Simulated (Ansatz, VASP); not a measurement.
**PtS2: VASP beside Ansatz**

INCAR

```
ALGO = Normal ; DIPOL = 0.5 0.5 0.382
EDIFF = 1E-7 ; ENCUT = 520
GGA = PE ; IDIPOL = 3
ISIF = 2 ; ISMEAR = 0
IVDW = 12 ; LASPH = T
LCHARG = T ; LDIPOL = T
LELF = T ; LREAL = F
LVACPOTAV = T ; LVHAR = T
LWAVE = F ; NBANDS = 31
NELM = 80 ; PREC = Accurate
SIGMA = 0.05
```

KPOINTS

```
k-points
0
Gamma
  9 9 1
```

File POSCAR:

```
PtS2
1.0
    3.5415278079      0.0000000000      0.0000000000
   -1.7707639039      3.0670530498      0.0000000000
    0.0000000000      0.0000000000     22.4670615492
S Pt
4 2
Direct
    0.6666666667      0.3333333333      0.2002932155
    0.3333333333      0.6666666667      0.3108341854
    0.3333333333      0.6666666667      0.4537100124
    0.6666666667      0.3333333333      0.5642509823
    0.0000000000      0.0000000000      0.2555637004
    1.0000000000      1.0000000000      0.5089804974
```

Input for Ansatz:

```yaml
crystal:
  lattice:
    - [3.5415278079, 0.0, 0.0]
    - [-1.7707639039, 3.0670530498, 0.0]
    - [0.0, 0.0, 22.4670615492]
  atoms:
    - { symbol: S, position: [0.6666666667, 0.3333333333, 0.2002932155] }
    - { symbol: Pt, position: [0.0, 0.0, 0.2555637004] }
    - { symbol: S, position: [0.3333333333, 0.6666666667, 0.3108341854] }
    - { symbol: S, position: [0.3333333333, 0.6666666667, 0.4537100124] }
    - { symbol: Pt, position: [1.0, 1.0, 0.5089804974] }
    - { symbol: S, position: [0.6666666667, 0.3333333333, 0.5642509823] }
basis:
  ecutwfc: 420
kpoints:
  mp_grid: { grid: [9, 9, 1] }
hamiltonian:
  xc: pbe
  pseudopotentials: { kind: paw, azcp: { folder: soft_1 } }
  dispersion: d3bj
scf:
  occupations: { method: gaussian, width: 0.05 }
output:
  forces: true
  eigenvalues: true
efield:
  axis: 3
  dipole_correction: true
  ramp_width: 0.04
```

Alike in both runs: task single point; functional PBE; dispersion D3(BJ); k mesh 9 × 9 × 1; occupations gaussian, width 0.05 eV; no spin polarisation.

|  | VASP | Ansatz |
| --- | --- | --- |
| version | VASP 6.6.1 | Ansatz 0.2.0 |
| potentials or method | VASP PAW PBE potentials, release 64 (S, Pt), cutoff 520 eV | scalar-relativistic, plane waves, PAW |
| valence electrons in the cell | 44 | 60 |

|  | VASP | Ansatz | Ansatz less VASP |
| --- | --- | --- | --- |
| gap on the k mesh at the Fermi level (eV) | 1.14 | 1.13 | -0.009 |
| least direct gap on the mesh (eV) | 1.28 | 1.27 | -0.009 |
| rms of the force components (eV/Å) | 0.089 | 0.075 | -0.0137 |

VASP's potentials hold 44 valence electrons a cell and Ansatz's 60, so a difference there can come from the potentials and not from the codes.

Neither program's run includes spin-orbit coupling.
